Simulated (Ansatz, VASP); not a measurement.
BP: VASP beside Ansatz

```
B P
1.0
     0.00000    2.26832    2.26832
     2.26832    0.00000    2.26832
     2.26832    2.26832    0.00000
B P
1 1
Direct
  0.00000 0.00000 0.00000
  0.25000 0.25000 0.25000
```

Alike in both runs: task single point; functional HSE06; k mesh 6 × 6 × 6; no spin polarisation.

```csv
,VASP,Ansatz
version,VASP 6.6.1,Ansatz 0.2.0
potentials or method,"VASP PAW PBE potentials, release 64 (B, P)","plane waves, PAW"
plane-wave cutoff (eV),520,420
occupations,"gaussian, width 0.01 eV",fixed
valence electrons in the cell,8,8
```

VASP gave:

* gap on the k mesh at the Fermi level (eV): 2.06
* pressure (GPa): -1.9

Q: What did Ansatz give for the same quantities?

A: gap on the k mesh at the Fermi level (eV): 2.06; pressure (GPa): -1.3.

Ansatz's warnings: stress exchange threshold loose, stress scf threshold loose.
